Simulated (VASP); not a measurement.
Input of a VASP 6.6.1 run:

INCAR

```
SYSTEM = K3CO
PREC = Accurate ; ENCUT = 520
EDIFF = 1E-7 ; ISMEAR = 0
SIGMA = 0.1 ; LREAL = .False.
LASPH = .True. ; NELM = 150
ALGO = Normal ; ISIF = 2
LWAVE = .False. ; LCHARG = .False.
ISPIN = 2 ; MAGMOM = 0 0 0 1 0
LORBIT = 11 ; GGA = PE
NBANDS = 30
```

File KPOINTS:

```
Automatic mesh
0
Gamma
  4 4 4
  0 0 0
```

Contents of POSCAR:

```
K3CO
1.0
    5.2310620000      0.0000000000      0.0000000000
    0.0000000000      5.2310620000      0.0000000000
    0.0000000000      0.0000000000      5.2310620000
K C O
3 1 1
Direct
    0.0000000000      0.0000000000      0.5000000000
    0.0000000000      0.5000000000      0.0000000000
    0.5000000000      0.0000000000      0.0000000000
    0.5000000000      0.5000000000      0.5000000000
    0.0000000000      0.0000000000      0.0000000000
```

Potentials or basis: VASP PAW PBE potentials, release 64 (K_sv, C, O).

Command:

```sh
$ cat potpaw_PBE.64/K_sv/POTCAR potpaw_PBE.64/C/POTCAR potpaw_PBE.64/O/POTCAR > POTCAR
$ mpirun -np 1 vasp_std > vasp.out
```

Q: What does it give for the site moments?

A: K +0.01; C +1.15; O +0.09 μB.

Q: What does it give for the band gap on the k mesh?

A: 0.29 eV, indirect (least direct gap 0.36 eV).

Q: Estimate the net moment.

A: 3.00 μB per cell.

A k mesh can miss the band edges.
